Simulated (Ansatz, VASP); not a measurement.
## One calculation of SnAs2, two programs

The input INCAR:

```
SYSTEM = SnAs2
PREC = Accurate ; ENCUT = 600
EDIFF = 1E-6 ; ISMEAR = 0
SIGMA = 0.1 ; LREAL = .False.
LASPH = .True. ; NELM = 100
ALGO = Normal ; ISIF = 3
LWAVE = .False. ; LCHARG = .False.
GGA = PE ; IBRION = 2
NSW = 90 ; EDIFFG = -0.04
```

Contents of KPOINTS:

```
Automatic mesh
0
Gamma
  4 4 4
  0 0 0
```

The input POSCAR:

```
SnAs2
1.0
    0.0000000000      3.5868112600      3.5868112600
    3.5868112600      0.0000000000      3.5868112600
    3.5868112600      3.5868112600      0.0000000000
Sn As
1 2
Direct
    0.0000000000      0.0000000000      0.0000000000
    0.2500000000      0.2500000000      0.2500000000
    0.7500000000      0.7500000000      0.7500000000
```

Input for Ansatz:

```yaml
crystal:
  lattice:
    - [0.0, 3.58681126, 3.58681126]
    - [3.58681126, 0.0, 3.58681126]
    - [3.58681126, 3.58681126, 0.0]
  atoms:
    - { symbol: Sn, position: [0.0, 0.0, 0.0] }
    - { symbol: As, position: [0.25, 0.25, 0.25] }
    - { symbol: As, position: [0.75, 0.75, 0.75] }
basis:
  ecutwfc: 420
kpoints:
  mp_grid: { grid: [4, 4, 4] }
hamiltonian:
  xc: pbe
scf:
  occupations: { method: gaussian, width: 0.1 }
  lower_state_search: "off"
output:
  forces: true
  stress: true
  eigenvalues: true
relax:
  adjacent_minimum: "off"
  f_tol: 0.04
  max_steps: 70
  cell: { stress_tol: 0.4 }
```

Change from the starting cell: species swapped into the Mg2Ge type (Fm-3m, No. 225).

Alike in both runs: task relaxation of cell and atoms; functional PBE; k mesh 4 × 4 × 4; occupations gaussian, width 0.1 eV; no spin polarisation.

|  | VASP | Ansatz |
| --- | --- | --- |
| version | VASP 6.6.1 | Ansatz 0.2.0 |
| potentials or method | VASP PAW PBE potentials, release 64 (Sn_d, As), cutoff 600 eV | scalar-relativistic, plane waves, PAW |
| valence electrons in the cell | 24 | 44 |

|  | VASP | Ansatz | Ansatz less VASP |
| --- | --- | --- | --- |
| gap on the k mesh at the Fermi level, each at its own relaxed structure (eV) | none | none | - |
| relaxed volume (Å³/atom) | 25.73 | 25.73 | -0.007 |
| relaxed cell length with the largest relative difference (Å) | 4.779 | 4.779 | -0.0005 |

A gap of «none» marks a metal or a gap that the smearing closes. VASP's potentials hold 24 valence electrons a cell and Ansatz's 44, so a difference there can come from the potentials and not from the codes.

The k mesh is coarse, so the values compare programs but aren't converged. Noted on VASP's run: the volume moved by over 15 % at a fixed basis, so the end points are rough.
